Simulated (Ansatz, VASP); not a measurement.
**Two plane-wave programs on ZrO2**

```xyz
3
Lattice="0.0000 2.5439 2.5439 2.5439 0.0000 2.5439 2.5439 2.5439 0.0000" Properties=species:S:1:pos:R:3 pbc="T T T"
Zr    2.5439    2.5439    2.5439
O     3.8158    3.8158    3.8158
O     1.2719    1.2719    1.2719
```

Alike in both runs: task single point; functional PBE; dispersion D3(BJ); k mesh 8 × 8 × 8; occupations gaussian, width 0.02 eV; non-collinear spin, spin-orbit coupling.

|  | VASP | Ansatz |
| --- | --- | --- |
| version | VASP 6.6.1 | Ansatz 0.2.0 |
| potentials or method | VASP PAW PBE potentials, release 64 (Zr_sv, O), cutoff 600 eV | scalar-relativistic, plane waves, PAW |
| valence electrons in the cell | 24 | 24 |

VASP gave:

```
pressure (GPa)           : 0.1
net moment per atom (μB) : 0.00
```

Which values does Ansatz return?

Pressure (GPa): 0.0; net moment per atom (μB): 0.00.
